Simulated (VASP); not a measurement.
Input of a VASP 6.6.1 run:

File INCAR:

```
SYSTEM = Co
ALGO = Normal
EDIFF = 1E-7
ENCUT = 520
GGA = PE
ISIF = 2
ISMEAR = -1
ISPIN = 2
LASPH = .True.
LCHARG = .False.
LMAXMIX = 4
LORBIT = 11
LREAL = .False.
LWAVE = .False.
MAGMOM = 1.7 1.7
NBANDS = 20
NELM = 150
PREC = Accurate
SIGMA = 0.05
```

KPOINTS

```
k-points
0
Gamma
  14 14 8
  0 0 0
```

Contents of POSCAR:

```
Co
1.0
    2.4935221377      0.0000000000      0.0000000000
   -1.2467610688      2.1594535162      0.0000000000
    0.0000000000      0.0000000000      4.0277847465
Co
2
Direct
    0.3333333333      0.6666666667      0.2500000000
    0.6666666667      0.3333333333      0.7500000000
```

Potentials or basis: VASP PAW PBE potentials, release 64 (Co).

Run with:

```bash
$ cat potpaw_PBE.64/Co/POTCAR > POTCAR
$ mpirun -np 1 vasp_std > vasp.out
```

Problem. What does it give for the net moment?

Solution. 3.15 μB per cell.

Problem. What does it give for the site moments?

Solution. Co +1.60 μB.

Problem. What does it give for the pressure?

Solution. -0.8 GPa.
